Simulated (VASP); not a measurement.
# Tc in VASP: notebook

Tc is run at these levels: PBEsol; tasks: single point.

All numbers are computed with VASP 6.6.1; they aren't measurements. Logs are shortened: lines on timing, memory, paths and dates and some standing lists are left out, and cuts for length are marked.

## (1) The cell of the first run

The structure is cubic, space group Fm-3m (No. 225). Conventional cell: a = 3.976 Å, b = 3.976 Å, c = 3.976 Å, α = 90.00°, β = 90.00°, γ = 90.00°. Tc (site symmetry m-3m) has 12 Tc at 2.81 Å within 3.7 Å.

## (2) Single point, PBEsol (volume scaled by 1.06)

INCAR

```
SYSTEM = Tc
  ALGO = Normal
  EDIFF = 1E-6
  ENCUT = 520
  GGA = PS
  ISIF = 2
  ISMEAR = -1
  LASPH = .TRUE.
  LCHARG = .FALSE.
  LREAL = .FALSE.
  LWAVE = .FALSE.
  NBANDS = 12
  NELM = 80
  PREC = Accurate
  SIGMA = 0.03
```

KPOINTS

```
k-points
0
G
  18 18 18
  0 0 0
```

POSCAR

```
Tc
1.0
    0.0000000000      1.9882450037      1.9882450037
    1.9882450037      0.0000000000      1.9882450037
    1.9882450037      1.9882450037      0.0000000000
Tc
1
Direct
    0.0000000000      0.0000000000      0.0000000000
```

Potentials or basis: VASP PAW PBE potentials, release 64 (Tc_pv).

Launch:

```
$ cat potpaw_PBE.64/Tc_pv/POTCAR > POTCAR
$ mpirun -np 1 vasp_std > vasp.out
```

OUTCAR:

```text
SYSTEM = Tc
   EDIFF = 1E-6
   ENCUT = 520
   GGA = PS
   ISIF = 2
   ISMEAR = -1
   LASPH = .TRUE.
   LREAL = .FALSE.
   NELM = 80
   PREC = Accurate

 ion  position               nearest neighbor table
   1  0.000  0.000  0.000-

  LATTYP: Found a face centered cubic cell.
 ALAT       =     3.9764900074

  Lattice vectors:

 A1 = (   0.0000000000,   1.9882450037,   1.9882450037)
 A2 = (   1.9882450037,   0.0000000000,   1.9882450037)
 A3 = (   1.9882450037,   1.9882450037,   0.0000000000)

Analysis of symmetry for initial positions (statically):
=====================================================================
 Subroutine PRICEL returns:
 Original cell was already a primitive cell.

 Routine SETGRP: Setting up the symmetry group for a
 face centered cubic supercell.

 Subroutine GETGRP returns: Found 48 space group operations
 (whereof 48 operations were pure point group operations)
 out of a pool of 48 trial point group operations.

The static configuration has the point symmetry O_h .

Analysis of symmetry for dynamics (positions and initial velocities):
=====================================================================
 Subroutine PRICEL returns:
 Original cell was already a primitive cell.

 Routine SETGRP: Setting up the symmetry group for a
 face centered cubic supercell.

 Subroutine GETGRP returns: Found 48 space group operations
 (whereof 48 operations were pure point group operations)
 out of a pool of 48 trial point group operations.

The dynamic configuration has the point symmetry O_h .

 Subroutine INISYM returns: Found 48 space group operations
 (whereof 48 operations are pure point group operations),
 and found     1 'primitive' translations

----------------------------------------------------------------------------------------

                                     Primitive cell

  volume of cell :      15.7195

  direct lattice vectors                    reciprocal lattice vectors
     0.000000000  1.988245004  1.988245004    -0.251478062  0.251478062  0.251478062
     1.988245004  0.000000000  1.988245004     0.251478062 -0.251478062  0.251478062
     1.988245004  1.988245004  0.000000000     0.251478062  0.251478062 -0.251478062

  length of vectors
     2.811803050  2.811803050  2.811803050     0.435572780  0.435572780  0.435572780

  position of ions in fractional coordinates (direct lattice)
     0.000000000  0.000000000  0.000000000

  ion indices of the primitive-cell ions
   primitive index   ion index
                 1           1

----------------------------------------------------------------------------------------

 KPOINTS: k-points

Automatic generation of k-mesh.
 Grid dimensions read from file:
 generate k-points for:   18   18   18

 Generating k-lattice:

  Cartesian coordinates                     Fractional coordinates (reciprocal lattice)
    -0.013971003  0.013971003  0.013971003     0.055555556  0.000000000  0.000000000
     0.013971003 -0.013971003  0.013971003     0.000000000  0.055555556  0.000000000
     0.013971003  0.013971003 -0.013971003     0.000000000  0.000000000  0.055555556

  Length of vectors
     0.024198488  0.024198488  0.024198488

  Shift w.r.t. Gamma in fractional coordinates (k-lattice)
     0.000000000  0.000000000  0.000000000

 Subroutine IBZKPT returns following result:
 ===========================================

 Found    195 irreducible k-points:

 Following reciprocal coordinates:
            Coordinates               Weight
  0.000000  0.000000  0.000000      1.000000
  0.055556  0.000000  0.000000      8.000000
  0.111111  0.000000  0.000000      8.000000
  0.166667  0.000000  0.000000      8.000000
  0.222222  0.000000  0.000000      8.000000
  0.277778  0.000000  0.000000      8.000000
[... 16 lines left out ...]
 -0.277778  0.055556  0.000000     24.000000
 -0.222222  0.055556  0.000000     24.000000
 [... further k-points ...]
   k-points           NKPTS =    195   k-points in BZ     NKDIM =    195   number of bands    NBANDS=     12
   number of dos      NEDOS =    301   number of ions     NIONS =      1
   total plane-waves  NPLWV =  13824
   dimension x,y,z NGX =    24 NGY =   24 NGZ =   24
   dimension x,y,z NGXF=    48 NGYF=   48 NGZF=   48
   ions per type =               1
   NGX,Y,Z   is equivalent  to a cutoff of  14.19, 14.19, 14.19 a.u.
   NGXF,Y,Z  is equivalent  to a cutoff of  28.38, 28.38, 28.38 a.u.
 SYSTEM =  Tc
   PREC   = accura    normal or accurate (medium, high low for compatibility)
   ISTART =      0    job   : 0-new  1-cont  2-samecut
   ICHARG =      2    charge: 1-file 2-atom 10-const
   ISPIN  =      1    spin polarized calculation?
   LNONCOLLINEAR =      F non collinear calculations
   LSORBIT =      F    spin-orbit coupling
   LASPH  =      T    aspherical Exc in radial PAW
   ENCUT  =  520.0 eV  38.22 Ry    6.18 a.u.   5.23  5.23  5.23*2*pi/ulx,y,z
   NELM   =     80;   NELMIN=  2; NELMDL= -5     # of ELM steps
   EDIFF  = 0.1E-05   stopping-criterion for ELM
   LREAL  =      F    real-space projection
   EDIFFG = 0.1E-04   stopping-criterion for IOM
   NSW    =      0    number of steps for IOM
   IBRION =     -1    ionic relax: 0-MD 1-quasi-New 2-CG
   NFREE  =      0    steps in history (QN), initial steepest desc. (CG)
   ISIF   =      2    stress and relaxation
   ISYM   =      2    0-nonsym 1-usesym 2-fastsym
   POTIM  = 0.5000    time-step for ionic-motion
   TEBEG  =    0.0;   TEEND  =   0.0 temperature during run
   PSTRESS=    0.0 pullay stress
   NELECT =      13.0000    total number of electrons
   NUPDOWN=      -1.0000    fix difference up-down
   EMIN   =  10.00;   EMAX   =-10.00  energy-range for DOS
   EFERMI =   0.00;   METHOD = LEGACY
   ISMEAR =    -1;   SIGMA  =   0.03  broadening in eV -4-tet -1-fermi 0-gaus
   EFERMI_NEDOS =   21; number of points for ismear=-14 and -15
   IALGO  =     38    algorithm
   IMIX   =      4    mixing-type and parameters
     AMIX     =   0.40;   BMIX     =  1.00
     AMIX_MAG =   1.60;   BMIX_MAG =  1.00
  volume/ion in A,a.u.               =      15.72       106.08
  Fermi-wavevector in a.u.,A,eV,Ry     =   1.536654  2.903855 32.127506  2.361305
  Thomas-Fermi vector in A             =   2.643272
   LORBIT       =      0    0 simple, 1 ext, 2 COOP (PROOUT), +10 PAW based schemes
   GGA     = PS    functional components
   LHFCALC =     F    Hartree Fock is set to
   AEXX    =    0.0000 exact exchange contribution
   IVDW    =     0    specifies the selected vdW correction
   LEPSILON=     F    determine dielectric tensor
   LRPA    =     F    only Hartree local field effects (RPA)
 non-spin polarized calculation
  energy-cutoff  :      520.00
  volume of cell :       15.72
 maximum number of plane-waves:       444
 NGX is ok and might be reduce to    24
   NGX = 11   NGY = 11   NGZ = 11

 number of electron      12.9999999 magnetization

 Free energy of the ion-electron system (eV)
  ---------------------------------------------------
  ext. energy  EPLUGINS =         0.00000000
  ---------------------------------------------------
  free energy    TOTEN  =       -11.02931517 eV

  energy without entropy =      -11.02601996  energy(sigma->0) =      -11.02766756

 E-fermi :  11.1280     XC(G=0): -13.3999

 val. band max:       11.1247307582   @ k =   0.1667   0.1111   0.0000
 cond. band min:      11.1614256903   @ k =   0.3889   0.2222   0.0000
 fundamental gap:      0.0366949321
 Fermi energy:        11.1280278717

 k-point     1 :       0.0000    0.0000    0.0000
  band No.  band energies     occupation
      1     -27.2688      2.00000
      2     -27.2688      2.00000
      3     -27.2688      2.00000
      4       4.0018      2.00000
      5       9.5687      2.00000
      6       9.5687      2.00000
      7       9.5687      2.00000
      8      11.8542      0.00000
      9      11.8542      0.00000
     10      25.1503      0.00000
     11      30.2542      0.00000
     12      30.2542      0.00000

 k-point     2 :       0.0556    0.0000    0.0000
  band No.  band energies     occupation
      1     -27.2986      2.00000
      2     -27.2726      2.00000
      3     -27.2726      2.00000
      4       4.1224      2.00000
      5       9.4994      2.00000
      6       9.6206      2.00000
      7       9.6206      2.00000
      8      11.8187      0.00000
      9      11.8187      0.00000
     10      25.3601      0.00000
     11      29.6625      0.00000
     12      30.4543      0.00000

 k-point     3 :       0.1111    0.0000    0.0000
  band No.  band energies     occupation
      1     -27.3841      2.00000
      2     -27.2838      2.00000
      3     -27.2838      2.00000
      4       4.4690      2.00000
      5       9.3225      2.00000
      6       9.7559      2.00000
      7       9.7559      2.00000
      8      11.7408      0.00000
      9      11.7408      0.00000
     10      25.9339      0.00000
     11      28.4431      0.00000
     12      31.0368      0.00000
[... 286 lines left out ...]
 k-point    23 :      -0.2778    0.0556    0.0000
  band No.  band energies     occupation
      1     -27.8848      2.00000
      2     -27.3830      2.00000
      3     -27.3414      2.00000
      4       6.2004      2.00000
      5       9.3533      2.00000
      6       9.7923      2.00000
      7       9.8914      2.00000
      8      12.0208      0.00000
      9      12.8298      0.00000
     10      24.3086      0.00000
     11      27.0675      0.00000
     12      32.3847      0.00000

 k-point    24 :      -0.2222    0.0556    0.0000
  band No.  band energies     occupation
      1     -27.7276      2.00000
      2     -27.3603      2.00000
      3     -27.3189      2.00000
      4       5.8396      2.00000
      5       8.9825      2.00000
      6       9.9364      2.00000
      7      10.0215      2.00000
      8      11.5971      0.00000
      9      12.3535      0.00000
     10      25.5067      0.00000
     11      27.5157      0.00000
     12      32.3754      0.00000

 [... further k-points ...]
[... 5 lines left out ...]
  --------------------------------------------------------------------------------------
  -------------------------------------------------------------------------------------
  Total       -2.8069154     -2.8069154     -2.8069154      0.0000000      0.0000000     -0.0000000
  in kB     -286.0883734   -286.0883734   -286.0883734      0.0000000      0.0000000     -0.0000000
  external PRESSURE =    -286.0883734 kB  Pullay stress =       0.0000000 kB

 VOLUME and BASIS-vectors are now :
 -----------------------------------------------------------------------------
  energy-cutoff  :      520.00
  volume of cell :       15.72
      direct lattice vectors                 reciprocal lattice vectors
     0.000000000  1.988245004  1.988245004    -0.251478062  0.251478062  0.251478062
     1.988245004  0.000000000  1.988245004     0.251478062 -0.251478062  0.251478062
     1.988245004  1.988245004  0.000000000     0.251478062  0.251478062 -0.251478062

 POSITION                                       TOTAL-FORCE (eV/Angst)
 -----------------------------------------------------------------------------------
      0.00000      0.00000      0.00000         0.000000      0.000000     -0.000000
 -----------------------------------------------------------------------------------
    total drift:                               -0.000000     -0.000000      0.000000

  FREE ENERGIE OF THE ION-ELECTRON SYSTEM (eV)
  ---------------------------------------------------
  free  energy   TOTEN  =       -11.0293151714 eV

  energy  without entropy=      -11.0260199580  energy(sigma->0) =      -11.02766756
```

Run time: 20 s. Hardware: 1 thread of AMD EPYC 9R45 (Zen 5), shared host; peak memory 0.13 GiB.

Results:

```yaml
Free_energy: -11.0293 eV
Pressure: -28.6 GPa
```

Caveat: the PAW data sets were made with another functional, which shifts forces and pressure a little.

## (3) Single point, PBEsol (equal xx and yy strain of -2 %)

INCAR

```
PREC     = Accurate       # precision mode
ENCUT    = 520            # plane-wave cutoff, eV
EDIFF    = 1E-7           # SCF threshold, eV
ISMEAR   = -1             # smearing method
SIGMA    = 0.03           # smearing width, eV
LREAL    = F              # projectors in reciprocal space
LASPH    = T              # aspherical terms in the spheres
NELM     = 100            # most SCF steps
ALGO     = Normal         # electronic algorithm
ISIF     = 2              # what is computed and relaxed
LWAVE    = F              # write WAVECAR
LCHARG   = F              # write CHGCAR
GGA      = PS             # functional
NBANDS   = 12             # bands
```

KPOINTS

```
Automatic mesh
0
Gamma
  18 18 18
```

POSCAR

```
Tc
1.0
    0.0000000000      1.9110000000      1.9500000000
    1.9110000000      0.0000000000      1.9500000000
    1.9110000000      1.9110000000      0.0000000000
Tc
1
Direct
    0.0000000000      0.0000000000      0.0000000000
```

Potentials or basis: VASP PAW PBE potentials, release 64 (Tc_pv).

Launch:

```
$ cat potpaw_PBE.64/Tc_pv/POTCAR > POTCAR
$ mpirun -np 1 vasp_std > vasp.out
```

OUTCAR:

```text
PREC = Accurate
   ENCUT = 520
   EDIFF = 1E-7
   ISMEAR = -1
   LREAL = F
   LASPH = T
   NELM = 100
   ISIF = 2
   GGA = PS

 ion  position               nearest neighbor table
   1  0.000  0.000  0.000-

  LATTYP: Found a body centered tetragonal cell.
 ALAT       =     2.7025621177
 C/A-ratio  =     1.4430750636

  Lattice vectors:

 A1 = (  -1.9110000000,   0.0000000000,   1.9500000000)
 A2 = (   1.9110000000,   0.0000000000,   1.9500000000)
 A3 = (   0.0000000000,   1.9110000000,  -1.9500000000)

[... 528 lines left out ...]
      4       7.1435      2.00000
      5      10.3442      2.00000
      6      11.2709      2.00000
      7      11.5934      2.00000
      8      13.3525      0.00000
      9      14.1377      0.00000
     10      27.5311      0.00000
     11      29.9458      0.00000
     12      34.8042      0.00000

 [... further k-points ...]
[... 5 lines left out ...]
  --------------------------------------------------------------------------------------
  -------------------------------------------------------------------------------------
  Total       -0.2523152     -0.2523152     -0.6714973      0.0000000     -0.0000000      0.0000000
  in kB      -28.3836329    -28.3836329    -75.5385868      0.0000000     -0.0000000      0.0000000
  external PRESSURE =     -44.1019508 kB  Pullay stress =       0.0000000 kB

 VOLUME and BASIS-vectors are now :
 -----------------------------------------------------------------------------
  energy-cutoff  :      520.00
  volume of cell :       14.24
      direct lattice vectors                 reciprocal lattice vectors
     0.000000000  1.911000000  1.950000000    -0.261643119  0.261643119  0.256410256
     1.911000000  0.000000000  1.950000000     0.261643119 -0.261643119  0.256410256
     1.911000000  1.911000000  0.000000000     0.261643119  0.261643119 -0.256410256

 POSITION                                       TOTAL-FORCE (eV/Angst)
 -----------------------------------------------------------------------------------
      0.00000      0.00000      0.00000         0.000000      0.000000      0.000000
 -----------------------------------------------------------------------------------
    total drift:                               -0.000000     -0.000000     -0.000000

  FREE ENERGIE OF THE ION-ELECTRON SYSTEM (eV)
  ---------------------------------------------------
  free  energy   TOTEN  =       -11.1881030880 eV

  energy  without entropy=      -11.1849602713  energy(sigma->0) =      -11.18653168
```

stdout:

```text
POSCAR found type information on POSCAR Tc
 POSCAR found :  1 types and       1 ions
 scaLAPACK will be used
 -----------------------------------------------------------------------------
|                                                                             |
|                                                                             |
|     You enforced a specific xc type in the INCAR file but a different       |
|     I HOPE YOU KNOW WHAT YOU ARE DOING!                                     |
|                                                                             |
 -----------------------------------------------------------------------------

 LDA part: xc-table for (Slater+PW92), standard interpolation
 POSCAR, INCAR and KPOINTS ok, starting setup
 FFT: planning ... GRIDC
 FFT: planning ... GRID_SOFT
 FFT: planning ... GRID
 WAVECAR not read
 entering main loop
```

It took 37 s on 1 thread of AMD EPYC 9R45 (Zen 5), shared host; peak memory 0.16 GiB.

What came out:

* Free energy: -11.1881 eV
* Pressure: -4.4 GPa

Levels at points of the mesh, in eV from the Fermi level:
| k point | band 5 | band 6 | band 7 | band 8 | band 9 | band 10 |
| --- | --- | --- | --- | --- | --- | --- |
| (0.00, 0.00, 0.00) | -1.98 | -1.72 | -1.72 | 0.68 | 1.02 | 14.02 |
| (0.50, 0.00, 0.00) | -2.12 | -1.85 | 1.26 | 2.86 | 3.00 | 10.92 |
| (0.50, 0.50, 0.00) | -5.38 | 2.89 | 3.51 | 3.51 | 3.62 | 13.32 |
| (0.50, 0.00, 0.50) | -5.41 | 2.86 | 3.40 | 3.65 | 4.05 | 12.83 |

Caveat: the cell differs from its parent crystal (equal xx and yy strain of -2 %); the PAW data sets were made with another functional, which shifts forces and pressure a little.

## (4) Single point, PBEsol (zz strain of +2 %)

INCAR

```
SYSTEM = Tc
  PREC = Accurate
  ENCUT = 520
  EDIFF = 1E-6
  ISMEAR = -1
  SIGMA = 0.03
  LREAL = .False.
  LASPH = .True.
  NELM = 60
  ALGO = Normal
  ISIF = 2
  LWAVE = .False.
  LCHARG = .False.
  GGA = PS
  NBANDS = 12
```

KPOINTS

```
regular mesh
0
Gamma
  18 18 18
  0 0 0
```

POSCAR

```
Tc
1.0
    0.0000000000      1.9500000000      1.9890000000
    1.9500000000      0.0000000000      1.9890000000
    1.9500000000      1.9500000000      0.0000000000
Tc
1
Direct
    0.0000000000      0.0000000000      0.0000000000
```

Launch:

```
$ cat potpaw_PBE.64/Tc_pv/POTCAR > POTCAR
$ mpirun -np 1 vasp_std > vasp.out
```

Wall time 22 s (1 thread of Intel Xeon 6975P-C (Granite Rapids), shared host); peak memory 0.21 GiB.

The run converged. Its results:

```yaml
Free_energy: -11.1178 eV
Pressure: -20.5 GPa
```

Stress tensor (GPa, compression positive):
```
-19.17   0.00   0.00
  0.00 -19.17   0.00
  0.00   0.00 -23.28
```

Levels at points of the mesh, in eV from the Fermi level:
```csv
k point,band 3,band 4,band 5,band 6,band 7,band 8,band 9,band 10,band 11,band 12
"(0.00, 0.00, 0.00)",-38.35,-7.31,-1.81,-1.57,-1.57,0.62,0.92,14.03,18.91,19.54
"(0.50, 0.00, 0.00)",-38.48,-5.24,-1.93,-1.68,1.14,2.60,2.73,10.08,13.64,19.64
"(0.50, 0.50, 0.00)",-38.71,-5.53,-4.94,2.62,3.19,3.19,3.36,12.86,12.86,13.09
"(0.50, 0.00, 0.50)",-38.73,-5.55,-4.97,2.60,3.09,3.32,3.76,12.41,12.68,13.61
```

Caveat: the cell differs from its parent crystal (zz strain of +2 %); the PAW data sets were made with another functional, which shifts forces and pressure a little.

## (5) Single point, PBEsol (equal xx and yy strain of +1 %)

INCAR

```
PREC = Accurate
ENCUT = 520
EDIFF = 1E-7
ISMEAR = -1
SIGMA = 0.03
LREAL = F
LASPH = T
NELM = 60
ALGO = Normal
ISIF = 2
LWAVE = F
LCHARG = F
GGA = PS
NBANDS = 12
```

KPOINTS

```
regular mesh
0
Gamma
  18 18 18
```

POSCAR

```
Tc
1.0
    0.0000000000      1.9695000000      1.9500000000
    1.9695000000      0.0000000000      1.9500000000
    1.9695000000      1.9695000000      0.0000000000
Tc
1
Direct
    0.0000000000      0.0000000000      0.0000000000
```

Launch:

```
$ cat potpaw_PBE.64/Tc_pv/POTCAR > POTCAR
$ mpirun -np 1 vasp_std > vasp.out
```

Run time: 22 s. Hardware: 1 thread of Intel Xeon 6975P-C (Granite Rapids), shared host; peak memory 0.2 GiB.

Results (log left out):

| Property | Result |
| --- | --- |
| Free energy | -11.1195 eV |
| Pressure | -20.6 GPa |

Stress tensor (GPa, compression positive):
```
-21.20   0.00   0.00
  0.00 -21.20   0.00
  0.00   0.00 -19.37
```

Levels at points of the mesh, in eV from the Fermi level:
```csv
k point,band 3,band 4,band 5,band 6,band 7,band 8,band 9,band 10,band 11,band 12
"(0.00, 0.00, 0.00)",-38.35,-7.30,-1.69,-1.69,-1.57,0.70,0.85,14.03,19.22,19.22
"(0.50, 0.00, 0.00)",-38.48,-5.24,-1.87,-1.74,1.14,2.64,2.70,10.08,13.64,19.69
"(0.50, 0.50, 0.00)",-38.75,-5.54,-4.97,2.60,3.21,3.21,3.76,12.54,12.54,13.61
"(0.50, 0.00, 0.50)",-38.72,-5.54,-4.95,2.61,3.15,3.26,3.56,12.64,12.78,13.35
```

Caveat: the cell differs from its parent crystal (equal xx and yy strain of +1 %); the PAW data sets were made with another functional, which shifts forces and pressure a little.

(Part 1 of 2 ends here.)
